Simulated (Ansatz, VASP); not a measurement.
## Two plane-wave programs on B

```
CELL_PARAMETERS angstrom
1.62379 0.00000 0.00000
0.00000 2.86465 0.00000
0.00000 0.00000 3.92909
ATOMIC_POSITIONS crystal
B 0.00000 0.00000 0.89050
B 0.50000 0.50000 0.10950
```

Alike in both runs: functional PBE; k mesh 34 × 20 × 12; occupations gaussian, width 0.1 eV; no spin polarisation.

Ansatz relaxed the structure, and its values are those at the end. VASP's run is a single point on that final structure, the one shown.

|  | VASP | Ansatz |
| --- | --- | --- |
| version | VASP 6.6.1 | Ansatz 0.2.0 |
| potentials or method | VASP PAW PBE potentials, release 64 (B), cutoff 520 eV | scalar-relativistic, plane waves, PAW |
| valence electrons in the cell | 6 | 6 |

|  | VASP | Ansatz | Ansatz less VASP |
| --- | --- | --- | --- |
| gap on the k mesh at the Fermi level (eV) | none | none | - |
| pressure (GPa) | 0.0 | 0.0 | +0.02 |

A gap of «none» marks a metal or a gap that the smearing closes. The functional is the same, so the differences come from potentials, cutoffs and numerics.
